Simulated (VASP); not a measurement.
Set up this calculation in VASP 6.6.1, as the native input.

| Property | Result |
| --- | --- |
| Task | single point |
| Functional | PBE |
| Potentials or basis | VASP PAW PBE potentials, release 64 (W_sv, C) |
| Cutoff | 600 eV |
| k mesh | 6 × 6 × 4 |
| Occupations | gaussian, width 0.1 eV |
| Spin | no spin polarisation |
| Hubbard terms | W d U = 5.3 eV |
| Dipole correction | no |
| Further INCAR settings | ALGO = Normal; EDIFF = 1e-06; NBANDS = 23 |

The structure of W2C lies in POSCAR:

```
W2C
1.0
    3.0700456420      0.0000000000      0.0000000000
   -1.5350228210      2.6587375167      0.0000000000
    0.0000000000      0.0000000000      4.6784280000
W C
2 1
Direct
    0.3333333333      0.6666666667      0.7463310000
    0.6666666667      0.3333333333      0.2536690000
    0.0000000000      0.0000000000      0.0000000000
```

One way to write it, as run:

INCAR

```
PREC     = Accurate       # precision mode
ENCUT    = 600            # plane-wave cutoff, eV
EDIFF    = 1E-6           # SCF threshold, eV
ISMEAR   = 0              # smearing method
SIGMA    = 0.1            # smearing width, eV
LREAL    = False          # projectors in reciprocal space
LASPH    = True           # aspherical terms in the spheres
NELM     = 200            # most SCF steps
ALGO     = Normal         # electronic algorithm
ISIF     = 2              # what is computed and relaxed
LWAVE    = False          # write WAVECAR
LCHARG   = False          # write CHGCAR
LMAXMIX  = 4              # l up to which the mixer works
LDAU     = True           # DFT+U
LDAUTYPE = 2            
LDAUL    = 2 -1           # shell
LDAUU    = 5.3 0          # U, eV
LDAUJ    = 0 0          
LDAUPRINT= 1            
GGA      = PE             # functional
NBANDS   = 23             # bands
GGA_COMPAT= False
```

KPOINTS

```
Automatic mesh
0
Gamma
  6 6 4
```

Potentials or basis: VASP PAW PBE potentials, release 64 (W_sv, C).

Command:

```console
$ cat potpaw_PBE.64/W_sv/POTCAR potpaw_PBE.64/C/POTCAR > POTCAR
$ mpirun -np 1 vasp_std > vasp.out
```

It gave:

```
Pressure               : 9.8 GPa
Largest force          : 0.336 eV/Å
Band gap on the k mesh : zero (bands 16 and 17 overlap by 2.48 eV)
```

Caveat: the k points lie up to 0.39 Å⁻¹ apart, too coarse for converged energies and pressures of a metal; spin-orbit coupling is left out, which moves the levels of the heavy elements; U without spin polarisation on a metal has little footing; the U is typed as a test and isn't derived for this compound.

It took 48 s on 1 thread of Intel(R) Xeon(R) Platinum 8375C CPU @ 2.90GHz (Ice Lake), with other jobs on the host, peak memory 0.19 GiB.
